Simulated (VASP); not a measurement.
# ZrN (Fm-3m) in VASP: notebook

Runs on ZrN. Level: PBE. Tasks: single point.

All numbers are computed with VASP 6.6.1; they aren't measurements. Logs are shortened: lines on timing, memory, paths and dates and some standing lists are left out, and cuts for length are marked.

## 1. The cell of the first run

It takes space group Fm-3m (No. 225, cubic). Conventional cell: a = 4.506 Å, b = 4.506 Å, c = 4.506 Å, α = 90.00°, β = 90.00°, γ = 90.00°. Within 3.0 Å of Zr (site symmetry m-3m) lie 6 N at 2.25 Å. N (site symmetry m-3m) has 6 Zr at 2.25 Å within 3.0 Å.

## 2. Single point, PBE

The input, INCAR:

```
SYSTEM = ZrN
ALGO = Normal
EDIFF = 1E-6
ENCUT = 600
GGA = PE
GGA_COMPAT = .False.
ISIF = 2
ISMEAR = -1
LASPH = .True.
LCHARG = .False.
LREAL = .False.
LWAVE = .False.
NBANDS = 16
NELM = 120
PREC = Accurate
SIGMA = 0.1
```

The input, KPOINTS:

```
k-points
0
Gamma
  9 9 9
  0 0 0
```

The input, POSCAR:

```
ZrN
1.0
    0.0000000000      2.2530480500      2.2530480500
    2.2530480500      0.0000000000      2.2530480500
    2.2530480500      2.2530480500      0.0000000000
Zr N
1 1
Direct
    0.5000000000      0.5000000000      0.5000000000
    0.0000000000      0.0000000000      0.0000000000
```

Potentials or basis: VASP PAW PBE potentials, release 64 (Zr_sv, N).

On the command line:

```bash
> cat potpaw_PBE.64/Zr_sv/POTCAR potpaw_PBE.64/N/POTCAR > POTCAR
> mpirun -np 1 vasp_std > vasp.out
```

OUTCAR:

```text
SYSTEM = ZrN
   EDIFF = 1E-6
   ENCUT = 600
   GGA = PE
   ISIF = 2
   ISMEAR = -1
   LASPH = .True.
   LREAL = .False.
   NELM = 120
   PREC = Accurate

 ion  position               nearest neighbor table
   1  0.500  0.500  0.500-   2 2.25   2 2.25   2 2.25   2 2.25   2 2.25   2 2.25
   2  0.000  0.000  0.000-   1 2.25   1 2.25   1 2.25   1 2.25   1 2.25   1 2.25

  LATTYP: Found a face centered cubic cell.
 ALAT       =     4.5060961000

  Lattice vectors:

 A1 = (   0.0000000000,   2.2530480500,   2.2530480500)
 A2 = (   2.2530480500,   0.0000000000,   2.2530480500)
 A3 = (   2.2530480500,   2.2530480500,   0.0000000000)

Analysis of symmetry for initial positions (statically):
=====================================================================
 Subroutine PRICEL returns:
 Original cell was already a primitive cell.

 Routine SETGRP: Setting up the symmetry group for a
 face centered cubic supercell.

 Subroutine GETGRP returns: Found 48 space group operations
 (whereof 48 operations were pure point group operations)
 out of a pool of 48 trial point group operations.

The static configuration has the point symmetry O_h .

Analysis of symmetry for dynamics (positions and initial velocities):
=====================================================================
 Subroutine PRICEL returns:
 Original cell was already a primitive cell.

 Routine SETGRP: Setting up the symmetry group for a
 face centered cubic supercell.

 Subroutine GETGRP returns: Found 48 space group operations
 (whereof 48 operations were pure point group operations)
 out of a pool of 48 trial point group operations.

The dynamic configuration has the point symmetry O_h .

 Subroutine INISYM returns: Found 48 space group operations
 (whereof 48 operations are pure point group operations),
 and found     1 'primitive' translations

----------------------------------------------------------------------------------------

                                     Primitive cell

  volume of cell :      22.8740

  direct lattice vectors                    reciprocal lattice vectors
     0.000000000  2.253048050  2.253048050    -0.221921588  0.221921588  0.221921588
     2.253048050  0.000000000  2.253048050     0.221921588 -0.221921588  0.221921588
     2.253048050  2.253048050  0.000000000     0.221921588  0.221921588 -0.221921588

  length of vectors
     3.186291109  3.186291109  3.186291109     0.384379465  0.384379465  0.384379465

  position of ions in fractional coordinates (direct lattice)
     0.500000000  0.500000000  0.500000000
     0.000000000  0.000000000  0.000000000

  ion indices of the primitive-cell ions
   primitive index   ion index
                 1           1
                 2           2

----------------------------------------------------------------------------------------

 KPOINTS: k-points

Automatic generation of k-mesh.
 Grid dimensions read from file:
 generate k-points for:    9    9    9

 Generating k-lattice:

  Cartesian coordinates                     Fractional coordinates (reciprocal lattice)
    -0.024657954  0.024657954  0.024657954     0.111111111  0.000000000  0.000000000
     0.024657954 -0.024657954  0.024657954     0.000000000  0.111111111  0.000000000
     0.024657954  0.024657954 -0.024657954     0.000000000  0.000000000  0.111111111

  Length of vectors
     0.042708829  0.042708829  0.042708829

  Shift w.r.t. Gamma in fractional coordinates (k-lattice)
     0.000000000  0.000000000  0.000000000

 Subroutine IBZKPT returns following result:
 ===========================================

 Found     35 irreducible k-points:

 Following reciprocal coordinates:
            Coordinates               Weight
  0.000000  0.000000  0.000000      1.000000
  0.111111  0.000000  0.000000      8.000000
  0.222222  0.000000  0.000000      8.000000
  0.333333  0.000000  0.000000      8.000000
  0.444444  0.000000  0.000000      8.000000
  0.111111  0.111111  0.000000      6.000000
[... 16 lines left out ...]
 -0.333333  0.333333  0.000000     12.000000
  0.444444  0.444444  0.000000      6.000000
 [... further k-points ...]
   k-points           NKPTS =     35   k-points in BZ     NKDIM =     35   number of bands    NBANDS=     16
   number of dos      NEDOS =    301   number of ions     NIONS =      2
   total plane-waves  NPLWV =  21952
   dimension x,y,z NGX =    28 NGY =   28 NGZ =   28
   dimension x,y,z NGXF=    56 NGYF=   56 NGZF=   56
   ions per type =               1   1
   NGX,Y,Z   is equivalent  to a cutoff of  14.61, 14.61, 14.61 a.u.
   NGXF,Y,Z  is equivalent  to a cutoff of  29.22, 29.22, 29.22 a.u.
 SYSTEM =  ZrN
   PREC   = accura    normal or accurate (medium, high low for compatibility)
   ISTART =      0    job   : 0-new  1-cont  2-samecut
   ICHARG =      2    charge: 1-file 2-atom 10-const
   ISPIN  =      1    spin polarized calculation?
   LNONCOLLINEAR =      F non collinear calculations
   LSORBIT =      F    spin-orbit coupling
   LASPH  =      T    aspherical Exc in radial PAW
   ENCUT  =  600.0 eV  44.10 Ry    6.64 a.u.   6.36  6.36  6.36*2*pi/ulx,y,z
   NELM   =    120;   NELMIN=  2; NELMDL= -5     # of ELM steps
   EDIFF  = 0.1E-05   stopping-criterion for ELM
   LREAL  =      F    real-space projection
   EDIFFG = 0.1E-04   stopping-criterion for IOM
   NSW    =      0    number of steps for IOM
   IBRION =     -1    ionic relax: 0-MD 1-quasi-New 2-CG
   NFREE  =      0    steps in history (QN), initial steepest desc. (CG)
   ISIF   =      2    stress and relaxation
   ISYM   =      2    0-nonsym 1-usesym 2-fastsym
   POTIM  = 0.5000    time-step for ionic-motion
   TEBEG  =    0.0;   TEEND  =   0.0 temperature during run
   PSTRESS=    0.0 pullay stress
   NELECT =      17.0000    total number of electrons
   NUPDOWN=      -1.0000    fix difference up-down
   EMIN   =  10.00;   EMAX   =-10.00  energy-range for DOS
   EFERMI =   0.00;   METHOD = LEGACY
   ISMEAR =    -1;   SIGMA  =   0.10  broadening in eV -4-tet -1-fermi 0-gaus
   EFERMI_NEDOS =   21; number of points for ismear=-14 and -15
   IALGO  =     38    algorithm
   IMIX   =      4    mixing-type and parameters
     AMIX     =   0.40;   BMIX     =  1.00
     AMIX_MAG =   1.60;   BMIX_MAG =  1.00
  volume/ion in A,a.u.               =      11.44        77.18
  Fermi-wavevector in a.u.,A,eV,Ry     =   1.482896  2.802267 29.918946  2.198980
  Thomas-Fermi vector in A             =   2.596625
   LORBIT       =      0    0 simple, 1 ext, 2 COOP (PROOUT), +10 PAW based schemes
   GGA     = PE    functional components
   LHFCALC =     F    Hartree Fock is set to
   AEXX    =    0.0000 exact exchange contribution
   IVDW    =     0    specifies the selected vdW correction
   LEPSILON=     F    determine dielectric tensor
   LRPA    =     F    only Hartree local field effects (RPA)
 non-spin polarized calculation
  energy-cutoff  :      600.00
  volume of cell :       22.87
 maximum number of plane-waves:       775
 NGX is ok and might be reduce to    28
   NGX = 13   NGY = 13   NGZ = 13

 number of electron      17.0000001 magnetization

 Free energy of the ion-electron system (eV)
  ---------------------------------------------------
  ext. energy  EPLUGINS =         0.00000000
  ---------------------------------------------------
  free energy    TOTEN  =       -20.31953469 eV

  energy without entropy =      -20.29745725  energy(sigma->0) =      -20.30849597

 E-fermi :  12.6293     XC(G=0): -12.7794

 val. band max:       12.6058113311   @ k =   0.1111   0.0000   0.0000
 cond. band min:      12.6328682830   @ k =   0.4444   0.2222   0.1111
 fundamental gap:      0.0270569519
 Fermi energy:        12.6293387052

 k-point     1 :       0.0000    0.0000    0.0000
  band No.  band energies     occupation
      1     -36.8015      2.00000
      2     -14.3637      2.00000
      3     -14.3637      2.00000
      4     -14.3637      2.00000
      5      -3.8407      2.00000
      6       9.9237      2.00000
[... 8 lines left out ...]
     15      21.8975      0.00000
     16      36.1338      0.00000

 k-point     2 :       0.1111    0.0000    0.0000
  band No.  band energies     occupation
      1     -36.7810      2.00000
      2     -14.5481      2.00000
      3     -14.3766      2.00000
      4     -14.3766      2.00000
      5      -3.5625      2.00000
      6       8.9589      2.00000
[... 8 lines left out ...]
     15      22.7681      0.00000
     16      33.7134      0.00000

 k-point     3 :       0.2222    0.0000    0.0000
  band No.  band energies     occupation
      1     -36.7286      2.00000
      2     -14.9856      2.00000
      3     -14.4091      2.00000
      4     -14.4091      2.00000
      5      -2.8637      2.00000
      6       7.2736      2.00000
[... 8 lines left out ...]
     15      24.6925      0.00000
     16      31.1412      0.00000

 k-point     4 :       0.3333    0.0000    0.0000
  band No.  band energies     occupation
      1     -36.6682      2.00000
      2     -15.4422      2.00000
      3     -14.4455      2.00000
      4     -14.4455      2.00000
      5      -2.0472      2.00000
      6       5.7715      2.00000
[... 8 lines left out ...]
     15      25.7278      0.00000
     16      27.9858      0.00000

 k-point     5 :       0.4444    0.0000    0.0000
  band No.  band energies     occupation
      1     -36.6284      2.00000
      2     -15.7215      2.00000
      3     -14.4690      2.00000
      4     -14.4690      2.00000
      5      -1.4702      2.00000
      6       4.8584      2.00000
[... 8 lines left out ...]
     15      25.6680      0.00000
     16      25.6680      0.00000

 k-point     6 :       0.1111    0.1111    0.0000
  band No.  band energies     occupation
      1     -36.7742      2.00000
      2     -14.5390      2.00000
      3     -14.4144      2.00000
      4     -14.4144      2.00000
      5      -3.4966      2.00000
      6       8.2353      2.00000
[... 8 lines left out ...]
     15      23.0451      0.00000
     16      33.3887      0.00000

 k-point     7 :       0.2222    0.1111    0.0000
  band No.  band energies     occupation
      1     -36.7325      2.00000
      2     -14.8593      2.00000
      3     -14.4658      2.00000
      4     -14.4388      2.00000
      5      -3.0166      2.00000
      6       7.1154      2.00000
[... 8 lines left out ...]
     15      24.6483      0.00000
     16      30.7724      0.00000

 k-point     8 :       0.3333    0.1111    0.0000
  band No.  band energies     occupation
      1     -36.6748      2.00000
      2     -15.2855      2.00000
      3     -14.5065      2.00000
      4     -14.4826      2.00000
      5      -2.3568      2.00000
      6       6.1187      2.00000
[... 8 lines left out ...]
     15      25.8286      0.00000
     16      28.2040      0.00000

 k-point     9 :       0.4444    0.1111    0.0000
  band No.  band energies     occupation
      1     -36.6281      2.00000
      2     -15.6039      2.00000
      3     -14.5416      2.00000
      4     -14.5179      2.00000
      5      -1.8027      2.00000
      6       5.3425      2.00000
[... 8 lines left out ...]
     15      25.6497      0.00000
     16      26.1464      0.00000
[... 172 lines left out ...]
 k-point    19 :      -0.2222    0.2222    0.0000
  band No.  band energies     occupation
      1     -36.6466      2.00000
      2     -15.3118      2.00000
      3     -14.7678      2.00000
      4     -14.4407      2.00000
      5      -2.1614      2.00000
      6       5.8551      2.00000
[... 8 lines left out ...]
     15      26.0293      0.00000
     16      26.0397      0.00000

 k-point    20 :       0.3333    0.3333    0.0000
  band No.  band energies     occupation
      1     -36.6254      2.00000
      2     -15.2602      2.00000
      3     -14.6842      2.00000
      4     -14.6842      2.00000
      5      -2.9586      2.00000
      6       6.7998      2.00000
[... 8 lines left out ...]
     15      26.9092      0.00000
     16      28.7587      0.00000

 k-point    21 :       0.4444    0.3333    0.0000
  band No.  band energies     occupation
      1     -36.5922      2.00000
      2     -15.3741      2.00000
      3     -14.7921      2.00000
      4     -14.7186      2.00000
      5      -2.9932      2.00000
      6       7.2671      2.00000
[... 8 lines left out ...]
     15      24.8992      0.00000
     16      28.3213      0.00000

 k-point    22 :      -0.4444    0.3333    0.0000
  band No.  band energies     occupation
      1     -36.5741      2.00000
      2     -15.3596      2.00000
      3     -15.0036      2.00000
      4     -14.6891      2.00000
      5      -2.7705      2.00000
      6       7.1401      2.00000
[... 8 lines left out ...]
     15      24.1774      0.00000
     16      27.1249      0.00000

 k-point    23 :      -0.3333    0.3333    0.0000
  band No.  band energies     occupation
      1     -36.5797      2.00000
      2     -15.2791      2.00000
      3     -15.1539      2.00000
      4     -14.6087      2.00000
      5      -2.3822      2.00000
      6       6.3285      2.00000
[... 8 lines left out ...]
     15      24.3998      0.00000
     16      24.8501      0.00000

 k-point    24 :       0.4444    0.4444    0.0000
  band No.  band energies     occupation
      1     -36.5734      2.00000
      2     -15.4429      2.00000
      3     -14.7760      2.00000
      4     -14.7760      2.00000
      5      -3.3053      2.00000
      6       7.9128      2.00000
[... 8 lines left out ...]
     15      23.8549      0.00000
     16      28.9972      0.00000

 [... further k-points ...]

------------------------ aborting loop because EDIFF is reached ----------------------------------------

  FORCE on cell =-STRESS in cart. coord.  units (eV):
  Direction    XX          YY          ZZ          XY          YZ          ZX
  --------------------------------------------------------------------------------------
  -------------------------------------------------------------------------------------
  Total        2.3901725      2.3901725      2.3901725     -0.0000000      0.0000000      0.0000000
  in kB      167.4165840    167.4165840    167.4165840     -0.0000000      0.0000000      0.0000000
  external PRESSURE =     167.4165840 kB  Pullay stress =       0.0000000 kB

 VOLUME and BASIS-vectors are now :
 -----------------------------------------------------------------------------
  energy-cutoff  :      600.00
  volume of cell :       22.87
      direct lattice vectors                 reciprocal lattice vectors
     0.000000000  2.253048050  2.253048050    -0.221921588  0.221921588  0.221921588
     2.253048050  0.000000000  2.253048050     0.221921588 -0.221921588  0.221921588
     2.253048050  2.253048050  0.000000000     0.221921588  0.221921588 -0.221921588

 POSITION                                       TOTAL-FORCE (eV/Angst)
 -----------------------------------------------------------------------------------
      2.25305      2.25305      2.25305        -0.000000      0.000000     -0.000000
      0.00000      0.00000      0.00000         0.000000     -0.000000      0.000000
 -----------------------------------------------------------------------------------
    total drift:                                0.000000      0.000000      0.000000

  FREE ENERGIE OF THE ION-ELECTRON SYSTEM (eV)
  ---------------------------------------------------
  free  energy   TOTEN  =       -20.3195346863 eV

  energy  without entropy=      -20.2974572473  energy(sigma->0) =      -20.30849597
```

It took 27 s on 1 thread of Intel Xeon 8259CL, shared host; peak memory 0.16 GiB.

Results:

- Free energy: -20.3195 eV
- Pressure: 16.7 GPa

(Part 1 of 2 ends here.)
